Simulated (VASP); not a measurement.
Input of a VASP 6.6.1 run:

Contents of INCAR:

```
  PREC = Accurate
  ENCUT = 500
  EDIFF = 1E-6
  ISMEAR = 1
  SIGMA = 0.15
  LREAL = F
  LASPH = T
  NELM = 120
  ALGO = Normal
  ISIF = 2
  LWAVE = F
  LCHARG = F
  GGA = PS
  NBANDS = 17
  GGA_COMPAT = F
```

File KPOINTS:

```
Automatic mesh
0
Gamma
  12 12 7
```

Contents of POSCAR:

```
Hf
1.0
    3.2696139196      0.0000000000      0.0000000000
   -1.6348069598      2.8315682973      0.0000000000
    0.0000000000      0.0000000000      5.1731639761
Hf
2
Direct
    0.3333333333      0.6666666667      0.2500000000
    0.6666666667      0.3333333333      0.7500000000
```

Potentials or basis: VASP PAW PBE potentials, release 64 (Hf_pv).

The run is started by

```console
$ cat potpaw_PBE.64/Hf_pv/POTCAR > POTCAR
$ mpirun -np 1 vasp_std > vasp.out
```

(1) Predict the band gap on the k mesh.

(2) Predict the pressure.

Results:

(1) zero (band 10 reaches 5.45 eV, above the bottom of band 11 at 3.96 eV).

(2) -10.2 GPa.

Caveat: the PAW data sets were made with another functional, which shifts forces and pressure a little; spin-orbit coupling is left out, which moves the levels of the heavy elements.
